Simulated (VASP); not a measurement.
# CoSi2 (Fm-3m) in VASP: single point with PBEsol

Aim: the single point of CoSi2 with PBEsol.

Program: VASP 6.6.1. These are calculated values, not measurements. Logs are shortened: lines on timing, memory, paths and dates and some standing lists are left out, and cuts for length are marked.

## Step 1: The cell of the first run

It takes space group Fm-3m (No. 225, cubic). Conventional cell: a = 5.356 Å, b = 5.356 Å, c = 5.356 Å, α = 90.00°, β = 90.00°, γ = 90.00°. Within 3.1 Å of Co (site symmetry m-3m) lie 8 Si at 2.32 Å. Si (site symmetry -43m) has 4 Co at 2.32 Å and 6 Si at 2.68 Å within 3.1 Å.

## Step 2: Single point, PBEsol, collinear spin, ferromagnetic start

Input file INCAR:

```
  PREC = Accurate
  ENCUT = 520
  EDIFF = 1E-6
  ISMEAR = -1
  SIGMA = 0.15
  LREAL = F
  LASPH = T
  NELM = 150
  ALGO = Normal
  ISIF = 2
  LWAVE = F
  LCHARG = F
  ISPIN = 2
  MAGMOM = 2.5 2.5 0 0 0 0
  LORBIT = 11
  LMAXMIX = 4
  GGA = PS
  NBANDS = 30
```

Input file KPOINTS:

```
Automatic mesh
0
Gamma
  10 10 10
```

Input file POSCAR:

```
CoSi2
1.0
    0.0000000000      2.6780000000      2.6780000000
    5.3560000000      0.0000000000      5.3560000000
    2.6780000000      2.6780000000      0.0000000000
Co Si
2 4
Direct
    0.0000000000      0.0000000000      0.0000000000
    0.0000000000      0.5000000000      0.0000000000
    0.2500000000      0.1250000000      0.2500000000
    0.7500000000      0.3750000000      0.7500000000
    0.2500000000      0.6250000000      0.2500000000
    0.7500000000      0.8750000000      0.7500000000
```

Potentials or basis: VASP PAW PBE potentials, release 64 (Co, Si).

The run is started by

```sh
cat potpaw_PBE.64/Co/POTCAR potpaw_PBE.64/Si/POTCAR > POTCAR
mpirun -np 1 vasp_std > vasp.out
```

OUTCAR:

```text
PREC = Accurate
   ENCUT = 520
   EDIFF = 1E-6
   ISMEAR = -1
   LREAL = F
   LASPH = T
   NELM = 150
   ISIF = 2
   ISPIN = 2
   LORBIT = 11
   GGA = PS

 ion  position               nearest neighbor table
   1  0.000  0.000  0.000-   6 2.32   3 2.32   3 2.32   4 2.32   5 2.32   6 2.32   6 2.32   3 2.32

   2  0.000  0.500  0.000-   4 2.32   5 2.32   3 2.32   4 2.32   5 2.32   6 2.32   4 2.32   5 2.32

   3  0.250  0.125  0.250-   1 2.32   1 2.32   1 2.32   2 2.32   6 2.68   4 2.68   6 2.68   4 2.68
                             6 2.68   4 2.68
   4  0.750  0.375  0.750-   2 2.32   2 2.32   1 2.32   2 2.32   3 2.68   5 2.68   3 2.68   3 2.68
                             5 2.68   5 2.68
   5  0.250  0.625  0.250-   2 2.32   2 2.32   1 2.32   2 2.32   4 2.68   4 2.68   6 2.68   4 2.68
                             6 2.68   6 2.68
   6  0.750  0.875  0.750-   1 2.32   2 2.32   1 2.32   1 2.32   3 2.68   5 2.68   5 2.68   3 2.68
                             5 2.68   3 2.68

  LATTYP: Found a trigonal (rhomboedric) cell.
 ALAT       =     6.5597335312
 COS(alpha) =     0.8333333333

  Lattice vectors:

 A1 = (   2.6780000000,  -5.3560000000,   2.6780000000)
 A2 = (   5.3560000000,  -2.6780000000,   2.6780000000)
 A3 = (   2.6780000000,  -2.6780000000,   5.3560000000)

Analysis of symmetry for initial positions (statically):
=====================================================================
 Subroutine PRICEL returns following result:

  LATTYP: Found a face centered cubic cell.
 ALAT       =     5.3560000000
[... 12 lines left out ...]
 Subroutine GETGRP returns: Found 12 space group operations
 (whereof 12 operations were pure point group operations)
 out of a pool of 12 trial point group operations.

The static configuration has the point symmetry D_3d.

Analysis of symmetry for dynamics (positions and initial velocities):
=====================================================================
 Subroutine PRICEL returns following result:

  LATTYP: Found a face centered cubic cell.
 ALAT       =     5.3560000000
[... 12 lines left out ...]
 Subroutine GETGRP returns: Found 12 space group operations
 (whereof 12 operations were pure point group operations)
 out of a pool of 12 trial point group operations.

The dynamic configuration has the point symmetry D_3d.

Analysis of structural, dynamic, and magnetic symmetry:
=====================================================================
 Subroutine PRICEL returns following result:

  LATTYP: Found a face centered cubic cell.
 ALAT       =     5.3560000000
[... 12 lines left out ...]
 Subroutine GETGRP returns: Found 12 space group operations
 (whereof 12 operations were pure point group operations)
[... 144 lines left out ...]

 Free energy of the ion-electron system (eV)
  ---------------------------------------------------
  ext. energy  EPLUGINS =         0.00000000
  ---------------------------------------------------
  free energy    TOTEN  =       -42.01709734 eV

  energy without entropy =      -41.85267151  energy(sigma->0) =      -41.93488443

 E-fermi :  10.0257     XC(G=0): -11.8557

 val. band max:       10.0171497219   @ k =   0.5000  -0.4000   0.2000
 cond. band min:      10.0698365058   @ k =   0.4000   0.1000   0.2000
 fundamental gap:      0.0526867838
 Fermi energy:        10.0257279589

 spin component 1

 k-point     1 :       0.0000    0.0000    0.0000
  band No.  band energies     occupation
      1      -3.1218      1.00000
      2       0.1998      1.00000
      3       0.7528      1.00000
      4       5.9127      1.00000
      5       5.9127      1.00000
      6       5.9128      1.00000
[... 757 lines left out ...]
     28      17.6805      0.00000
     29      18.1879      0.00000

 [... further k-points ...]

 spin component 2

 k-point     1 :       0.0000    0.0000    0.0000
  band No.  band energies     occupation
      1      -3.1219      1.00000
      2       0.1997      1.00000
      3       0.7527      1.00000
      4       5.9127      1.00000
      5       5.9127      1.00000
      6       5.9128      1.00000
[... 757 lines left out ...]
     28      17.6804      0.00000
     29      18.1878      0.00000

 [... further k-points ...]

 [bands above 29 left out]

------------------------ aborting loop because EDIFF is reached ----------------------------------------

  FORCE on cell =-STRESS in cart. coord.  units (eV):
  Direction    XX          YY          ZZ          XY          YZ          ZX
  --------------------------------------------------------------------------------------
  -------------------------------------------------------------------------------------
  Total       -2.0082737     -2.0082737     -2.0082737     -0.0034327     -0.0034327      0.0034327
  in kB      -41.8833849    -41.8833849    -41.8833849     -0.0715899     -0.0715899      0.0715899
  external PRESSURE =     -41.8833849 kB  Pullay stress =       0.0000000 kB

 VOLUME and BASIS-vectors are now :
 -----------------------------------------------------------------------------
  energy-cutoff  :      520.00
  volume of cell :       76.82
      direct lattice vectors                 reciprocal lattice vectors
     0.000000000  2.678000000  2.678000000    -0.186706497  0.186706497  0.186706497
     5.356000000  0.000000000  5.356000000     0.093353249 -0.093353249  0.093353249
     2.678000000  2.678000000  0.000000000     0.186706497  0.186706497 -0.186706497

 POSITION                                       TOTAL-FORCE (eV/Angst)
 -----------------------------------------------------------------------------------
      0.00000      0.00000      0.00000        -0.000000      0.000000     -0.000000
      2.67800      0.00000      2.67800         0.000000     -0.000000     -0.000000
      1.33900      1.33900      1.33900         0.001084     -0.001084      0.001084
      4.01700      4.01700      4.01700        -0.001084      0.001084     -0.001084
      4.01700      1.33900      4.01700         0.001084     -0.001084      0.001084
      6.69500      4.01700      6.69500        -0.001084      0.001084     -0.001084
 -----------------------------------------------------------------------------------
    total drift:                                0.000000     -0.000000      0.000000

  FREE ENERGIE OF THE ION-ELECTRON SYSTEM (eV)
  ---------------------------------------------------
  free  energy   TOTEN  =       -42.0170973413 eV

  energy  without entropy=      -41.8526715125  energy(sigma->0) =      -41.93488443

 total charge

# of ion       s       p       d       tot
------------------------------------------
    1        0.542   0.723   7.599   8.865
    2        0.542   0.723   7.599   8.865
    3        0.717   0.871   0.000   1.588
    4        0.717   0.871   0.000   1.588
    5        0.717   0.871   0.000   1.588
    6        0.717   0.871   0.000   1.588
--------------------------------------------------
tot          3.954   4.930  15.199  24.082

 magnetization (x)

# of ion       s       p       d       tot
------------------------------------------
    1        0.000  -0.000   0.000  -0.000
    2        0.000  -0.000   0.000  -0.000
    3       -0.000  -0.000   0.000  -0.000
    4       -0.000  -0.000   0.000  -0.000
    5       -0.000  -0.000   0.000  -0.000
    6       -0.000  -0.000   0.000  -0.000
--------------------------------------------------
tot          0.000  -0.000   0.000  -0.000
```

stdout:

```text
POSCAR found type information on POSCAR CoSi
 POSCAR found :  2 types and       6 ions
 scaLAPACK will be used
 -----------------------------------------------------------------------------
|                                                                             |
|                                                                             |
|     You enforced a specific xc type in the INCAR file but a different       |
|     I HOPE YOU KNOW WHAT YOU ARE DOING!                                     |
|                                                                             |
 -----------------------------------------------------------------------------

 LDA part: xc-table for (Slater+PW92), standard interpolation
 POSCAR, INCAR and KPOINTS ok, starting setup
 FFT: planning ... GRIDC
 FFT: planning ... GRID_SOFT
 FFT: planning ... GRID
 WAVECAR not read
 entering main loop
```

Wall time 3.8 min (1 thread of Intel Xeon 6975P-C (Granite Rapids), shared host); peak memory 0.5 GiB.

What came out:

```
Free energy                                           : -42.0171 eV
Pressure                                              : -4.2 GPa
Band gap on the k mesh                                : zero (filled and empty bands overlap)
Net moment                                            : 0.00 μB per cell
Valence electrons inside the program's atomic spheres : Co 8.87; Si 1.59
```

Caveat: the cell stands under tension; the moments typed at the start vanished in this run; the PAW data sets were made with another functional, which shifts forces and pressure a little.

The gap in the log of VASP goes by the Fermi energy; the results here count the filled bands.